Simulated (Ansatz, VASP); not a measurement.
# Two plane-wave programs on W

The input INCAR:

```
PREC = Accurate ; ENCUT = 520
EDIFF = 1E-6 ; ISMEAR = -1
SIGMA = 0.1 ; LREAL = False
LASPH = True ; NELM = 80
ALGO = Normal ; ISIF = 2
LWAVE = False ; LCHARG = False
GGA = PS ; NBANDS = 36
```

Contents of KPOINTS:

```
regular mesh
0
Gamma
  8 5 4
```

The input POSCAR:

```
W
1.0
    2.8096620000      0.0000000000      0.0000000000
    0.0000000000      4.8638700000      0.0000000000
    0.0000000000      0.0000000000      4.9236950000
W
4
Direct
    0.7931720000      0.5631570000      0.2500000000
    0.2068280000      0.0631570000      0.2500000000
    0.2068280000      0.4368430000      0.7703099501
    0.7931720000      0.9368430000      0.7500000000
```

Input for Ansatz:

```yaml
crystal:
  lattice:
    - [2.809662, 0.0, 0.0]
    - [0.0, 4.86387, 0.0]
    - [0.0, 0.0, 4.923695]
  atoms:
    - { symbol: W, position: [0.793172, 0.563157, 0.25] }
    - { symbol: W, position: [0.206828, 0.063157, 0.25] }
    - { symbol: W, position: [0.206828, 0.436843, 0.7703099501492273] }
    - { symbol: W, position: [0.793172, 0.936843, 0.75] }
kpoints:
  mp_grid:
    grid: [8, 5, 4]
hamiltonian:
  xc: pbesol
  pseudopotentials:
    kind: paw
scf:
  occupations:
    method: fermi_dirac
    width: 0.1
output:
  forces: true
```

Alike in both runs: task single point; functional PBEsol; k mesh 8 × 5 × 4; occupations fermi-dirac, width 0.1 eV; no spin polarisation.

```csv
,VASP,Ansatz
version,VASP 6.6.1,Ansatz 0.2.0
potentials or method,"VASP PAW PBE potentials, release 64 (W_sv)","plane waves, PAW"
plane-wave cutoff (eV),520,420
valence electrons in the cell,56,56
```

Ansatz gave:

- rms of the force components (eV/Å): 0.396

Estimate VASP's values.

rms of the force components (eV/Å): 0.400.

VASP's potentials were made for PBE, not for PBEsol. Atom by atom the forces differ by 0.005 eV/Å (rms over components). The functional is the same, so the differences come from potentials, cutoffs and numerics.

Spin-orbit coupling is off throughout.
